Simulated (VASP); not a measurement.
# V (Fm-3m) in VASP: single point with r2SCAN

Aim: the single point of V with r2SCAN.

Program: VASP 6.6.1. These are calculated values, not measurements. Logs are shortened: lines on timing, memory, paths and dates and some standing lists are left out, and cuts for length are marked.

### Step 1. The cell of the first run

It takes space group Fm-3m (No. 225, cubic). The conventional cell has a = 3.801 Å, b = 3.801 Å, c = 3.801 Å, α = 90.00°, β = 90.00°, γ = 90.00°. Within 3.5 Å of V (site symmetry m-3m) lie 12 V at 2.69 Å.

This isn't the form of V at room conditions, which is bcc.

### Step 2. Single point, r2SCAN, collinear spin (atoms taken out, then relaxed in part)

POSCAR reads:

```
V
1.0
    0.0000000000      1.9003074881      1.9003074881
    1.9003074881      0.0000000000      1.9003074881
    1.9003074881      1.9003074881      0.0000000000
V
1
Direct
    0.0000000000      0.0000000000      0.0000000000
```

INCAR.step1 reads:

```
ALGO = Normal
EDIFF = 1E-4
ENCUT = 520
GGA = PE
ISMEAR = 0
ISPIN = 2
LASPH = T
LCHARG = F
LMAXMIX = 4
LREAL = F
LWAVE = T
MAGMOM = -0.15
NBANDS = 16
NELM = 150
PREC = Accurate
SIGMA = 0.1
```

INCAR.step2 reads:

```
ALGO = Normal
EDIFF = 1E-6
ENCUT = 520
ISIF = 2
ISMEAR = 0
ISPIN = 2
ISTART = 1
LASPH = T
LCHARG = F
LMAXMIX = 4
LMIXTAU = T
LORBIT = 11
LREAL = F
LWAVE = F
MAGMOM = -0.15
METAGGA = R2SCAN
NBANDS = 16
NELM = 150
PREC = Accurate
SIGMA = 0.1
```

KPOINTS reads:

```
k-points
0
Gamma
  16 16 16
```

Potentials or basis: VASP PAW PBE potentials, release 64 (V_sv).

Launch:

```
$ cat potpaw_PBE.64/V_sv/POTCAR > POTCAR
$ cp INCAR.step1 INCAR
$ mpirun -np 1 vasp_std > vasp.out
$ cp INCAR.step2 INCAR
$ mpirun -np 1 vasp_std > vasp.out
```

OUTCAR:

```text
EDIFF = 1E-6
   ENCUT = 520
   ISIF = 2
   ISMEAR = 0
   ISPIN = 2
   ISTART = 1
   LASPH = T
   LORBIT = 11
   LREAL = F
   METAGGA = R2SCAN
   NELM = 150
   PREC = Accurate

 ion  position               nearest neighbor table
   1  0.000  0.000  0.000-

  LATTYP: Found a face centered cubic cell.
 ALAT       =     3.8006149762

  Lattice vectors:

 A1 = (   0.0000000000,   1.9003074881,   1.9003074881)
 A2 = (   1.9003074881,   0.0000000000,   1.9003074881)
 A3 = (   1.9003074881,   1.9003074881,   0.0000000000)

Analysis of symmetry for initial positions (statically):
=====================================================================
 Subroutine PRICEL returns:
 Original cell was already a primitive cell.

 Routine SETGRP: Setting up the symmetry group for a
 face centered cubic supercell.

 Subroutine GETGRP returns: Found 48 space group operations
 (whereof 48 operations were pure point group operations)
 out of a pool of 48 trial point group operations.

The static configuration has the point symmetry O_h .

Analysis of symmetry for dynamics (positions and initial velocities):
=====================================================================
 Subroutine PRICEL returns:
 Original cell was already a primitive cell.

 Routine SETGRP: Setting up the symmetry group for a
 face centered cubic supercell.

 Subroutine GETGRP returns: Found 48 space group operations
 (whereof 48 operations were pure point group operations)
 out of a pool of 48 trial point group operations.

The dynamic configuration has the point symmetry O_h .

Analysis of structural, dynamic, and magnetic symmetry:
=====================================================================
 Subroutine PRICEL returns:
 Original cell was already a primitive cell.

 Routine SETGRP: Setting up the symmetry group for a
 face centered cubic supercell.

 Subroutine GETGRP returns: Found 48 space group operations
 (whereof 48 operations were pure point group operations)
 out of a pool of 48 trial point group operations.

The overall configuration has the point symmetry O_h .

 Subroutine INISYM returns: Found 48 space group operations
 (whereof 48 operations are pure point group operations),
 and found     1 'primitive' translations

----------------------------------------------------------------------------------------

                                     Primitive cell

  volume of cell :      13.7247

  direct lattice vectors                    reciprocal lattice vectors
[... 95 lines left out ...]
   PSTRESS=    0.0 pullay stress
   NELECT =      13.0000    total number of electrons
   NUPDOWN=      -1.0000    fix difference up-down
   EMIN   =  10.00;   EMAX   =-10.00  energy-range for DOS
   EFERMI =   0.00;   METHOD = LEGACY
   ISMEAR =     0;   SIGMA  =   0.10  broadening in eV -4-tet -1-fermi 0-gaus
   EFERMI_NEDOS =   21; number of points for ismear=-14 and -15
   IALGO  =     38    algorithm
   IMIX   =      4    mixing-type and parameters
     AMIX     =   0.40;   BMIX     =  1.00
     AMIX_MAG =   1.60;   BMIX_MAG =  1.00
  volume/ion in A,a.u.               =      13.72        92.62
  Fermi-wavevector in a.u.,A,eV,Ry     =   1.607763  3.038232 35.169732  2.584902
  Thomas-Fermi vector in A             =   2.703740
   LORBIT       =     11    0 simple, 1 ext, 2 COOP (PROOUT), +10 PAW based schemes
   METAGGA = R2SCAN    functional components
   LHFCALC =     F    Hartree Fock is set to
   AEXX    =    0.0000 exact exchange contribution
   IVDW    =     0    specifies the selected vdW correction
   LEPSILON=     F    determine dielectric tensor
   LRPA    =     F    only Hartree local field effects (RPA)
 spin polarized calculation
 Gauss-broadening in eV      SIGMA  =   0.10
  energy-cutoff  :      520.00
  volume of cell :       13.72
 maximum number of plane-waves:       381
   NGX =  9   NGY =  9   NGZ =  9

 number of electron      13.0000005 magnetization      -0.0000053

 number of electron      13.0000005 magnetization       0.0000007

 Free energy of the ion-electron system (eV)
  ---------------------------------------------------
  ext. energy  EPLUGINS =         0.00000000
  ---------------------------------------------------
  free energy    TOTEN  =       -13.89356914 eV

  energy without entropy =      -13.88662983  energy(sigma->0) =      -13.89009948

 E-fermi :   9.7759     XC(G=0): -13.9558

 val. band max:        9.7543267951   @ k =   0.4375   0.1250   0.0000
 cond. band min:       9.7793220648   @ k =   0.3750   0.1875   0.0000
 fundamental gap:      0.0249952696
 Fermi energy:         9.7759242896

 spin component 1

 k-point     1 :       0.0000    0.0000    0.0000
  band No.  band energies     occupation
      1     -56.9344      1.00000
      2     -29.1209      1.00000
      3     -29.1209      1.00000
      4     -29.1208      1.00000
      5       2.4132      1.00000
      6       9.9470      0.00778
[... 435 lines left out ...]
      5       2.8185      1.00000
      6       9.7137      0.81074
[... 8 lines left out ...]
     15      38.0187      0.00000
     16      39.2753      0.00000

 [... further k-points ...]

 spin component 2

 k-point     1 :       0.0000    0.0000    0.0000
  band No.  band energies     occupation
      1     -56.9344      1.00000
      2     -29.1209      1.00000
      3     -29.1209      1.00000
      4     -29.1208      1.00000
      5       2.4132      1.00000
      6       9.9470      0.00778
[... 435 lines left out ...]
      5       2.8185      1.00000
      6       9.7137      0.81073
[... 8 lines left out ...]
     15      38.0187      0.00000
     16      39.2753      0.00000

 [... further k-points ...]
[... 5 lines left out ...]
  --------------------------------------------------------------------------------------
  -------------------------------------------------------------------------------------
  Total        0.0489286      0.0489286      0.0489286      0.0000000     -0.0000000      0.0000000
  in kB        5.7117850      5.7117850      5.7117850      0.0000000     -0.0000000      0.0000000
  external PRESSURE =       5.7117850 kB  Pullay stress =       0.0000000 kB

 VOLUME and BASIS-vectors are now :
 -----------------------------------------------------------------------------
  energy-cutoff  :      520.00
  volume of cell :       13.72
      direct lattice vectors                 reciprocal lattice vectors
     0.000000000  1.900307488  1.900307488    -0.263115313  0.263115313  0.263115313
     1.900307488  0.000000000  1.900307488     0.263115313 -0.263115313  0.263115313
     1.900307488  1.900307488  0.000000000     0.263115313  0.263115313 -0.263115313

 POSITION                                       TOTAL-FORCE (eV/Angst)
 -----------------------------------------------------------------------------------
      0.00000      0.00000      0.00000         0.000000      0.000000     -0.000000
 -----------------------------------------------------------------------------------
    total drift:                               -0.000000     -0.000000     -0.000000

  FREE ENERGIE OF THE ION-ELECTRON SYSTEM (eV)
  ---------------------------------------------------
  free  energy   TOTEN  =       -13.8935691367 eV

  energy  without entropy=      -13.8866298293  energy(sigma->0) =      -13.89009948

 total charge

# of ion       s       p       d       tot
------------------------------------------
    1        2.341   6.246   2.989  11.576

 magnetization (x)

# of ion       s       p       d       tot
------------------------------------------
    1        0.000   0.000   0.000   0.000
```

Wall time 88 s (1 thread of AMD EPYC 9R45 (Zen 5), shared host); peak memory 0.14 GiB.

Results:

```
Free energy                                           : -13.8936 eV
Pressure                                              : 0.6 GPa
Net moment                                            : 0.00 μB per cell
Valence electrons inside the program's atomic spheres : V 11.58
```

Levels at points of the mesh, in eV from the Fermi level:
Spin up:
```csv
k point,band 4,band 5,band 6,band 7,band 8,band 9
"(0.00, 0.00, 0.00)",-38.90,-7.36,0.17,0.17,0.17,2.17
"(0.50, 0.00, 0.00)",-39.01,-3.58,0.13,0.13,0.63,3.28
"(0.50, 0.50, 0.00)",-39.20,-3.64,-2.83,3.36,3.42,3.53
```
Spin down:
```
           k point  band 3  band 4  band 5  band 6  band 7  band 8  band 9  band 10
(0.00, 0.00, 0.00)  -38.90  -38.90   -7.36    0.17    0.17    0.17    2.17     2.17
(0.50, 0.00, 0.00)  -39.01  -39.01   -3.58    0.13    0.13    0.63    3.28     3.28
(0.50, 0.50, 0.00)  -39.20  -39.20   -3.64   -2.83    3.36    3.42    3.53     3.53
```

Caveat: the cell differs from its parent crystal (atoms taken out, then relaxed in part); the PAW data sets were made with another functional, which shifts forces and pressure a little.
